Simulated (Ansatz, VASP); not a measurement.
## Al2P3: VASP beside Ansatz

```
Al P
1.0
     3.21923    0.00000    0.00000
     0.00000    5.57042    2.52849
     0.00000   -5.57042    2.52849
Al P
2 3
Cartesian
  1.6096 -4.0201 2.6393
  1.6096 4.0201 2.6393
  1.6096 1.6318 2.5217
  1.6096 -1.6318 2.5217
  0.0000 0.0000 4.1739
```

Alike in both runs: functional PBE; k mesh 12 × 8 × 8; occupations gaussian, width 0.1 eV; no spin polarisation.

Ansatz relaxed the structure, and its values are those at the end. VASP's run is a single point on that final structure, the one shown.

```csv
,VASP,Ansatz
version,VASP 6.6.1,Ansatz 0.2.0
potentials or method,"VASP PAW PBE potentials, release 64 (Al, P), cutoff 520 eV","scalar-relativistic, plane waves, PAW"
valence electrons in the cell,21,21
```

```tsv
	VASP	Ansatz	Ansatz less VASP
gap on the k mesh at the Fermi level (eV)	none	none	-
pressure (GPa)	-0.1	0.0	+0.08
rms of the force components (eV/Å)	0.004	0.002	-0.0020
```

A gap of «none» marks a metal or a gap that the smearing closes.
